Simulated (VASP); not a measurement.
Crystal: Te2Mo.

```
Te Mo
1.0
     3.52786   -0.05371    0.05807
    -1.75923    3.06191    0.03279
    -0.00634   -0.20271   13.91698
Te Mo
4 2
Direct
  0.35758 0.65749 0.62114
  0.66585 0.31780 0.12101
  0.31604 0.63211 0.88337
  0.67075 0.32102 0.37826
  0.33938 0.66152 0.24896
  0.64734 0.34425 0.75053
```

```yaml
Program: VASP 6.6.1
Task: relaxation of cell and atoms
Functional: PBE
Dispersion: D3(BJ)
Potentials_or_basis: VASP PAW PBE potentials, release 64 (Te, Mo_sv)
Cutoff: 500 eV
k_mesh: 6 × 6 × 2
Occupations: gaussian, width 0.1 eV
Spin: no spin polarisation
```

At the start: pressure -0.2 GPa; volume 24.84 Å³/atom.

Where does the relaxation end?

Over 16 steps the energy falls by 41.6 meV/atom and the volume is 24.13 Å³/atom (-2.9 %); space group P1 (No. 1, to 0.1 Å) before, P6_3/mmc (No. 194, to 0.1 Å).

Step by step:
```csv
step,energy change (eV),largest force (eV/Å),pressure (GPa),volume (Å³)
1,0.0000,2.3463,-0.16,149.06
2,-0.2096,0.3984,-1.10,148.54
3,-0.2100,0.3846,-1.09,148.56
4,-0.2195,0.4327,1.71,144.94
5,-0.2280,0.3068,0.53,146.39
6,-0.2390,0.1608,-0.13,146.78
7,-0.2390,0.1632,-0.18,146.81
8,-0.2437,0.1248,-0.13,146.40
9,-0.2442,0.1318,-0.10,146.22
10,-0.2467,0.0956,0.02,145.71
11,-0.2473,0.0956,0.12,145.31
12,-0.2485,0.0648,-0.24,145.30
13,-0.2485,0.0645,-0.19,145.30
14,-0.2490,0.0773,0.16,144.65
15,-0.2491,0.0659,0.06,144.83
16,-0.2496,0.0441,0.03,144.75
```

Final structure:
```yaml
crystal:
  lattice:
    - [3.49591, -0.02962, 0.03500]
    - [-1.72303, 3.04144, 0.03845]
    - [-0.09557, -0.22349, 13.67457]
  atoms:
    - { symbol: Te, position: [0.33224, 0.65678, 0.61822] }
    - { symbol: Te, position: [0.67228, 0.32470, 0.11702] }
    - { symbol: Te, position: [0.32866, 0.65490, 0.88414] }
    - { symbol: Te, position: [0.66473, 0.32005, 0.38278] }
    - { symbol: Mo, position: [0.33551, 0.65524, 0.24989] }
    - { symbol: Mo, position: [0.66351, 0.32253, 0.75122] }
```

Caveat: the relaxation stopped at a loose force limit of 0.05 eV/Å, so its end isn't a converged minimum.
